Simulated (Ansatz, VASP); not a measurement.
One calculation of BN, two programs

```
CELL_PARAMETERS angstrom
2.51243 0.00000 0.00000
-1.25621 2.17583 0.00000
0.00000 0.00000 7.70726
ATOMIC_POSITIONS crystal
B 0.33333 0.66667 0.25000
B 0.66667 0.33333 0.75000
N 0.33333 0.66667 0.75000
N 0.66667 0.33333 0.25000
```

Alike in both runs: task single point; functional LDA; k mesh 15 × 15 × 5; occupations fermi-dirac, width 0.02 eV; no spin polarisation.

|  | VASP | Ansatz |
| --- | --- | --- |
| version | VASP 6.6.1 | Ansatz 0.2.0 |
| potentials or method | VASP PAW LDA potentials, release 64 (B, N), cutoff 520 eV | all-electron LAPW, scalar-relativistic |

|  | VASP | Ansatz | Ansatz less VASP |
| --- | --- | --- | --- |
| gap on the k mesh at the Fermi level (eV) | 4.23 | 4.24 | +0.010 |
| least direct gap on the mesh (eV) | 4.52 | 4.52 | +0.005 |
| pressure (GPa) | -6.0 | -6.3 | -0.27 |
| traceless stress, the component that is largest in VASP (GPa) | 4.54 | 4.82 | +0.283 |

LDA's correlation is that of Perdew and Zunger in VASP and of Perdew and Wang (1992) in Ansatz. Ansatz ran all-electron here, and VASP with PAW potentials.
